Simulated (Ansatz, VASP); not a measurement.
Two plane-wave programs on GaSe5

```
CELL_PARAMETERS angstrom
6.17706 0.00000 0.00000
-3.08853 5.34949 0.00000
0.00000 0.00000 5.58065
ATOMIC_POSITIONS crystal
Ga 0.00000 0.00000 0.50000
Se 0.66053 0.00000 0.00000
Se 0.00000 0.66053 0.00000
Se 0.33947 0.33947 0.00000
Se 0.33333 0.66667 0.50000
Se 0.66667 0.33333 0.50000
```

Change from the starting cell: species swapped into the Hf5Sc type (P-62m, No. 189).

Alike in both runs: task relaxation of cell and atoms; functional PBE; k mesh 3 × 3 × 4; occupations gaussian, width 0.1 eV; no spin polarisation.

|  | VASP | Ansatz |
| --- | --- | --- |
| version | VASP 6.6.1 | Ansatz 0.2.0 |
| potentials or method | VASP PAW PBE potentials, release 64 (Ga_d, Se), cutoff 600 eV | scalar-relativistic, plane waves, PAW |
| valence electrons in the cell | 43 | 93 |

Ansatz gave:

| Item | Value |
| --- | --- |
| gap on the k mesh at the Fermi level, each at its own relaxed structure (eV) | none |
| relaxed volume (Å³/atom) | 22.20 |
| relaxed length of the cell vector where the two differ most in proportion (Å) | 3.639 |

Q: Estimate VASP's values.

A: gap on the k mesh at the Fermi level, each at its own relaxed structure (eV): none; relaxed volume (Å³/atom): 22.19; relaxed length of the cell vector where the two differ most in proportion (Å): 3.642.

A gap of «none» marks a metal or a gap that the smearing closes. VASP's potentials hold 43 valence electrons a cell and Ansatz's 93, so a difference there can come from the potentials and not from the codes.

The k mesh is coarse, so the values compare programs but aren't converged. Noted on VASP's run: the volume moved by over 15 % at a fixed basis, so the end points are rough.
